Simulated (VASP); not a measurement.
A run of VASP 6.6.1 is set up as follows.

INCAR

```
ALGO = Fast
EDIFF = 1E-7
EDIFFG = -0.01
ENCUT = 600
GGA = PS
IBRION = 2
ISIF = 4
ISMEAR = 0
LASPH = True
LCHARG = False
LREAL = False
LWAVE = False
NELM = 60
NSW = 50
PREC = Accurate
SIGMA = 0.1
```

KPOINTS

```
k-points
0
Gamma
  12 12 10
```

Contents of POSCAR:

```
Ga
1.0
    2.2808794578     -3.8646141103      0.0000000000
    2.2808794578      3.8646141103      0.0000000000
    0.0000000000      0.0000000000      4.5847476106
Ga
4
Direct
    0.8437035704      0.1562964296      0.0832752308
    0.6562964296      0.3437035704      0.5832752308
    0.1562964296      0.8437035704      0.9167247692
    0.3437035704      0.6562964296      0.4167247692
```

Potentials or basis: VASP PAW PBE potentials, release 64 (Ga_d).

Run with:

```sh
$ cat potpaw_PBE.64/Ga_d/POTCAR > POTCAR
$ mpirun -np 1 vasp_std > vasp.out
```

Question: What does it give for the band gap on the k mesh?

Answer: Zero (bands 26 and 27 overlap by 1.37 eV).

Final structure:
```cif
data_structure
_symmetry_space_group_name_H-M 'P 1'
_symmetry_Int_Tables_number 1
_cell_length_a 4.4870
_cell_length_b 4.4870
_cell_length_c 4.5841
_cell_angle_alpha 90.000
_cell_angle_beta 90.000
_cell_angle_gamma 118.867
_cell_volume 80.83
loop_
_atom_site_label
_atom_site_type_symbol
_atom_site_fract_x
_atom_site_fract_y
_atom_site_fract_z
_atom_site_occupancy
Ga1 Ga 0.84363 0.15637 0.08321 1
Ga2 Ga 0.65637 0.34363 0.58321 1
Ga3 Ga 0.15637 0.84363 0.91679 1
Ga4 Ga 0.34363 0.65637 0.41679 1
```
